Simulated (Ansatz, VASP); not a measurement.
# One calculation of Cd3Cl3O, two programs

```
Cd Cl O
1.0
     5.35655    0.00000    0.00000
     0.00000    5.35655    0.00000
     0.00000    0.00000    5.35655
Cd Cl O
3 3 1
Direct
  0.50000 0.50000 0.00000
  0.00000 0.50000 0.50000
  0.50000 0.00000 0.50000
  0.50000 0.00000 0.00000
  0.00000 0.50000 0.00000
  0.00000 0.00000 0.50000
  0.50000 0.50000 0.50000
```

Change from the starting cell: species swapped into the Ce3GaBr3 type (Pm-3m, No. 221).

Alike in both runs: functional PBE; k mesh 4 × 4 × 4; occupations gaussian, width 0.1 eV; no spin polarisation.

Ansatz relaxed the structure, and its values are those at the end. VASP's run is a single point on that final structure, the one shown.

```csv
,VASP,Ansatz
version,VASP 6.6.1,Ansatz 0.2.0
potentials or method,"VASP PAW PBE potentials, release 64 (Cd, Cl, O), cutoff 520 eV","scalar-relativistic, plane waves, PAW"
valence electrons in the cell,63,87
```

```tsv
	VASP	Ansatz	Ansatz less VASP
gap on the k mesh at the Fermi level (eV)	none	none	-
pressure (GPa)	0.2	-0.1	-0.26
```

A gap of «none» marks a metal or a gap that the smearing closes. With one functional, cell and mesh, what is left measures potentials, basis and numerics. VASP's potentials hold 63 valence electrons a cell and Ansatz's 87, so a difference there can come from the potentials and not from the codes.
